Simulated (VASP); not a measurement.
Input of a VASP 6.6.1 run:

POSCAR

```
HfO2
1.0
    3.5768243321      0.0000000000      0.0000000000
    0.0000000000      3.5768243321      0.0000000000
    0.0000000000      0.0000000000      5.2026739521
Hf O
2 4
Direct
    0.5000000000      0.5000000000      0.5000000000
    0.0000000000      0.0000000000      0.0000000000
    0.0000000000      0.5000000000      0.6961635346
    0.5000000000      0.0000000000      0.8038364654
    0.5000000000      0.0000000000      0.3038364654
    0.0000000000      0.5000000000      0.1961635346
```

The input INCAR.step1:

```
PREC = Accurate ; ENCUT = 520
ISMEAR = 0 ; SIGMA = 0.05
LREAL = False ; LASPH = True
NELM = 100 ; NBANDS = 31
GGA = PE ; ALGO = Normal
EDIFF = 1E-4 ; LWAVE = True
LCHARG = False
```

Contents of INCAR.step2:

```
PREC = Accurate ; ENCUT = 520
EDIFF = 1E-6 ; ISMEAR = 0
SIGMA = 0.05 ; LREAL = False
LASPH = True ; NELM = 100
ALGO = Normal ; ISIF = 2
LWAVE = False ; LCHARG = False
METAGGA = R2SCAN ; LMIXTAU = True
NBANDS = 31 ; ISTART = 1
```

The input KPOINTS:

```
regular mesh
0
Gamma
  6 6 6
```

Potentials or basis: VASP PAW PBE potentials, release 64 (Hf_pv, O).

Command:

```bash
$ cat potpaw_PBE.64/Hf_pv/POTCAR potpaw_PBE.64/O/POTCAR > POTCAR
$ cp INCAR.step1 INCAR
$ mpirun -np 1 vasp_std > vasp.out
$ cp INCAR.step2 INCAR
$ mpirun -np 1 vasp_std > vasp.out
```

Q: Predict the band gap on the k mesh.

A: 5.24 eV, indirect (least direct gap 5.32 eV).

Q: What does it give for the largest force?

A: 0.068 eV/Å.

Stress tensor (GPa, compression positive):
```
-3.66  0.00  0.00
 0.00 -3.66  0.00
 0.00  0.00 -3.41
```

Caveat: the PAW data sets were made with another functional, which shifts forces and pressure a little; spin-orbit coupling is left out, which moves the levels of the heavy elements. A k mesh can miss the band edges.
